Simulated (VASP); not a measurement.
SiC:

```
Si C
1.0
     3.07600    0.00000    0.00000
    -1.53800    2.66389    0.00000
     0.00000    0.00000    5.04800
Si C
2 2
Direct
  0.33333 0.66667 0.00000
  0.66667 0.33333 0.50000
  0.33333 0.66667 0.38500
  0.66667 0.33333 0.88500
```

```yaml
Program: VASP 6.6.1
Task: relaxation of cell and atoms
Functional: PBEsol
Potentials_or_basis: VASP PAW PBE potentials, release 64 (Si, C)
Cutoff: 600 eV
k_mesh: 6 × 6 × 4
Occupations: gaussian, width 0.01 eV
Spin: no spin polarisation
```

At the start: pressure 0.5 GPa; volume 10.34 Å³/atom.

Where does the relaxation end?

Over 5 steps the energy falls by 8.8 meV/atom; space group P6_3mc (No. 186, to 0.1 Å) before and after.

Step by step:
| step | energy change (eV) | largest force (eV/Å) | pressure (GPa) | volume (Å³) |
| --- | --- | --- | --- | --- |
| 1 | 0.0000 | 0.7428 | 0.48 | 41.36 |
| 2 | -0.0021 | 0.6778 | -0.52 | 41.55 |
| 3 | -0.0324 | 0.0722 | -0.33 | 41.46 |
| 4 | -0.0353 | 0.0145 | 0.27 | 41.35 |
| 5 | -0.0354 | 0.0038 | 0.20 | 41.37 |

Final structure:
```
Si C
1.0
     3.07676    0.00000    0.00000
    -1.53838    2.66455    0.00000
     0.00000    0.00000    5.04567
Si C
2 2
Direct
  0.33333 0.66667 0.00453
  0.66667 0.33333 0.50453
  0.33333 0.66667 0.38047
  0.66667 0.33333 0.88047
```

Caveat: the PAW data sets were made with another functional, which shifts forces and pressure a little.
